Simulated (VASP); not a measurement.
# NaF (I4mm) in VASP: density of states with PBE

Aim: the density of states of NaF with PBE.

Program: VASP 6.6.1. These are calculated values, not measurements. Logs are shortened: lines on timing, memory, paths and dates and some standing lists are left out, and cuts for length are marked.

## Step 1: The cell of the first run

It takes space group I4mm (No. 107, tetragonal). The conventional cell has a = 3.233 Å, b = 3.233 Å, c = 4.572 Å, α = 90.00°, β = 90.00°, γ = 90.00°. Within 2.8 Å of Na (site symmetry 4mm) lie 6 F at 2.09 to 2.49 Å. F (site symmetry 4mm) has 6 Na at 2.09 to 2.49 Å within 2.8 Å.

## Step 2: Density of states, PBE

The input, POSCAR:

```
NaF
1.0
    0.0000000000      2.2858943317      2.2858943317
    2.2858943317      0.0000000000      2.2858943317
    2.2858943317      2.2858943317      0.0000000000
Na F
1 1
Direct
    0.0437465541      0.0437465541     -0.0437465541
    0.5000000000      0.5000000000      0.5000000000
```

The input, INCAR.step1:

```
SYSTEM = NaF
  PREC = Accurate
  ENCUT = 520
  EDIFF = 1E-6
  ISMEAR = 0
  SIGMA = 0.1
  LREAL = .False.
  LASPH = .True.
  NELM = 120
  ALGO = Normal
  ISIF = 2
  LWAVE = .False.
  LCHARG = .True.
  GGA = PE
  ISYM = 0
  NBANDS = 14
  GGA_COMPAT = .False.
  NEDOS = 2001
  LORBIT = 11
```

The input, KPOINTS.step1:

```
regular mesh
0
Gamma
  4 1 6
  0 0 0
```

The input, INCAR.step2:

```
SYSTEM = NaF
  PREC = Accurate
  ENCUT = 520
  EDIFF = 1E-6
  ISMEAR = 0
  SIGMA = 0.1
  LREAL = .False.
  LASPH = .True.
  NELM = 120
  ALGO = Normal
  ISIF = 2
  LWAVE = .False.
  LCHARG = .False.
  GGA = PE
  LORBIT = 10
  NEDOS = 1001
  ICHARG = 11
  ISYM = 0
  GGA_COMPAT = .False.
```

The input, KPOINTS.step2:

```
regular mesh
0
Gamma
  6 1 9
  0 0 0
```

Potentials or basis: VASP PAW PBE potentials, release 64 (Na_pv, F).

Launch:

```bash
cat potpaw_PBE.64/Na_pv/POTCAR potpaw_PBE.64/F/POTCAR > POTCAR
cp INCAR.step1 INCAR
cp KPOINTS.step1 KPOINTS
mpirun -np 1 vasp_std > vasp.out
cp INCAR.step2 INCAR
cp KPOINTS.step2 KPOINTS
mpirun -np 1 vasp_std > vasp.out
```

OUTCAR:

```text
SYSTEM = NaF
   PREC = Accurate
   ENCUT = 520
   EDIFF = 1E-6
   ISMEAR = 0
   LREAL = .False.
   LASPH = .True.
   NELM = 120
   ISIF = 2
   GGA = PE
   LORBIT = 10
   ICHARG = 11
   ISYM = 0

 ion  position               nearest neighbor table
   1  0.044  0.044  0.956-   2 2.09   2 2.29   2 2.29   2 2.29   2 2.29
   2  0.500  0.500  0.500-   1 2.09   1 2.29   1 2.29   1 2.29   1 2.29

IMPORTANT INFORMATION: All symmetrisations will be switched off!
NOSYMM: (Re-)initialisation of all symmetry stuff for point group C_1.

----------------------------------------------------------------------------------------

                                     Primitive cell

  volume of cell :      23.8890

  direct lattice vectors                    reciprocal lattice vectors
     0.000000000  2.285894332  2.285894332    -0.218732770  0.218732770  0.218732770
     2.285894332  0.000000000  2.285894332     0.218732770 -0.218732770  0.218732770
     2.285894332  2.285894332  0.000000000     0.218732770  0.218732770 -0.218732770

  length of vectors
     3.232742766  3.232742766  3.232742766     0.378856272  0.378856272  0.378856272

  position of ions in fractional coordinates (direct lattice)
     0.043746554  0.043746554  0.956253446
     0.500000000  0.500000000  0.500000000

  ion indices of the primitive-cell ions
   primitive index   ion index
                 1           1
                 2           2

----------------------------------------------------------------------------------------

 KPOINTS: regular mesh

Automatic generation of k-mesh.
 Grid dimensions read from file:
 generate k-points for:    6    1    9

 Generating k-lattice:

  Cartesian coordinates                     Fractional coordinates (reciprocal lattice)
    -0.036455462  0.036455462  0.036455462     0.166666667  0.000000000  0.000000000
     0.218732770 -0.218732770  0.218732770     0.000000000  1.000000000  0.000000000
     0.024303641  0.024303641 -0.024303641     0.000000000  0.000000000  0.111111111

  Length of vectors
     0.063142712  0.378856272  0.042095141

  Shift w.r.t. Gamma in fractional coordinates (k-lattice)
     0.000000000  0.000000000  0.000000000

 -----------------------------------------------------------------------------
|                                                                             |
|           W    W    AA    RRRRR   N    N  II  N    N   GGGG   !!!           |
|           W    W   A  A   R    R  NN   N  II  NN   N  G    G  !!!           |
|           W    W  A    A  R    R  N N  N  II  N N  N  G       !!!           |
|           W WW W  AAAAAA  RRRRR   N  N N  II  N  N N  G  GGG   !            |
|           WW  WW  A    A  R   R   N   NN  II  N   NN  G    G                |
|           W    W  A    A  R    R  N    N  II  N    N   GGGG   !!!           |
[... 81 lines left out ...]
   IALGO  =     38    algorithm
   IMIX   =      4    mixing-type and parameters
     AMIX     =   0.40;   BMIX     =  1.00
     AMIX_MAG =   1.60;   BMIX_MAG =  1.00
  volume/ion in A,a.u.               =      11.94        80.61
  Fermi-wavevector in a.u.,A,eV,Ry     =   1.369992  2.588909 25.536476  1.876878
  Thomas-Fermi vector in A             =   2.495818
   LORBIT       =     10    0 simple, 1 ext, 2 COOP (PROOUT), +10 PAW based schemes
   GGA     = PE    functional components
   LHFCALC =     F    Hartree Fock is set to
   AEXX    =    0.0000 exact exchange contribution
   IVDW    =     0    specifies the selected vdW correction
   LEPSILON=     F    determine dielectric tensor
   LRPA    =     F    only Hartree local field effects (RPA)
 non-spin polarized calculation
 Gauss-broadening in eV      SIGMA  =   0.10
  energy-cutoff  :      520.00
  volume of cell :       23.89
 maximum number of plane-waves:       650

 number of electron      13.9999999 magnetization

 Free energy of the ion-electron system (eV)
  ---------------------------------------------------
  ext. energy  EPLUGINS =         0.00000000
  ---------------------------------------------------
  free energy    TOTEN  =        -7.94500348 eV

  energy without entropy =       -7.94500348  energy(sigma->0) =       -7.94500348

 E-fermi :  -1.1586     XC(G=0):  -9.2927

 val. band max:       -1.6002287050   @ k =   0.0000   0.0000   0.0000
 cond. band min:       4.6709199039   @ k =   0.0000   0.0000   0.0000
 fundamental gap:      6.2711486090
 Fermi energy:        -1.1585884022

 k-point     1 :       0.0000    0.0000    0.0000
  band No.  band energies     occupation
      1     -21.0603      2.00000
      2     -20.7520      2.00000
      3     -20.7363      2.00000
      4     -20.5960      2.00000
      5      -1.7180      2.00000
      6      -1.7048      2.00000
      7      -1.6002      2.00000
      8       4.6709      0.00000
      9      17.3920      0.00000
     10      17.4629      0.00000
     11      17.6403      0.00000
[... 309 lines left out ...]
 k-point    24 :       0.1667    0.0000    0.4444
  band No.  band energies     occupation
      1     -21.5404      2.00000
      2     -20.7890      2.00000
      3     -20.7628      2.00000
      4     -19.9617      2.00000
      5      -3.1300      2.00000
      6      -2.1282      2.00000
      7      -1.8966      2.00000
      8       8.9698      0.00000
      9      11.8362      0.00000
     10      16.5821      0.00000
     11      18.4252      0.00000

 [... further k-points ...]
[... 5 lines left out ...]
  --------------------------------------------------------------------------------------
  -------------------------------------------------------------------------------------
  Total        1.5298124      0.7379162      2.4550652     -0.0008919      0.0008433      1.5095109
  in kB      102.6006969     49.4901971    164.6550896     -0.0598202      0.0565564    101.2391274
  external PRESSURE =     105.5819945 kB  Pullay stress =       0.0000000 kB

 VOLUME and BASIS-vectors are now :
 -----------------------------------------------------------------------------
  energy-cutoff  :      520.00
  volume of cell :       23.89
      direct lattice vectors                 reciprocal lattice vectors
     0.000000000  2.285894332  2.285894332    -0.218732770  0.218732770  0.218732770
     2.285894332  0.000000000  2.285894332     0.218732770 -0.218732770  0.218732770
     2.285894332  2.285894332  0.000000000     0.218732770  0.218732770 -0.218732770

 POSITION                                       TOTAL-FORCE (eV/Angst)
 -----------------------------------------------------------------------------------
      2.28589      2.28589      0.20000        -0.218241     -0.000009     -0.538452
      2.28589      2.28589      2.28589         0.218241      0.000009      0.538452
 -----------------------------------------------------------------------------------
    total drift:                               -0.000018     -0.000037      0.000218

  FREE ENERGIE OF THE ION-ELECTRON SYSTEM (eV)
  ---------------------------------------------------
  free  energy   TOTEN  =        -7.9450034778 eV

  energy  without entropy=       -7.9450034778  energy(sigma->0) =       -7.94500348

 total charge

# of ion       s       p       d       tot
------------------------------------------
    1        0.062   5.995   0.000   6.056
    2        1.723   4.424   0.000   6.147
--------------------------------------------------
tot          1.784  10.418   0.000  12.203
```

OSZICAR.step1:

```text
N       E                     dE             d eps       ncg     rms          rms(c)
DAV:   1     0.103046298596E+03    0.10305E+03   -0.70013E+03   392   0.123E+03
DAV:   2    -0.403504874143E+01   -0.10708E+03   -0.10077E+03   422   0.338E+02
DAV:   3    -0.895362624213E+01   -0.49186E+01   -0.49126E+01   500   0.655E+01
DAV:   4    -0.899297977143E+01   -0.39354E-01   -0.39352E-01   422   0.626E+00
DAV:   5    -0.899337032741E+01   -0.39056E-03   -0.39055E-03   488   0.613E-01    0.591E+00
DAV:   6    -0.794603739136E+01    0.10473E+01   -0.36676E+00   472   0.161E+01    0.193E+00
DAV:   7    -0.793924355657E+01    0.67938E-02   -0.34988E-02   392   0.245E+00    0.118E+00
DAV:   8    -0.794391640130E+01   -0.46728E-02   -0.29218E-02   422   0.330E+00    0.147E-01
DAV:   9    -0.794464004968E+01   -0.72365E-03   -0.51824E-03   540   0.668E-01    0.946E-02
DAV:  10    -0.794459825765E+01    0.41792E-04   -0.59154E-04   416   0.316E-01    0.235E-02
DAV:  11    -0.794459666800E+01    0.15897E-05   -0.33544E-05   458   0.585E-02    0.509E-03
DAV:  12    -0.794459652243E+01    0.14556E-06   -0.13898E-06   434   0.127E-02
   1 F= -.79445965E+01 E0= -.79445965E+01  d E =-.226602E-10
```

Wall time 5.5 s (1 thread of Intel Xeon Platinum 8488C (Sapphire Rapids), shared host); peak memory 0.13 GiB.

What came out:

* Valence electrons inside the program's atomic spheres: Na 6.06; F 6.15

Caveat: the k points lie up to 2.38 Å⁻¹ apart.
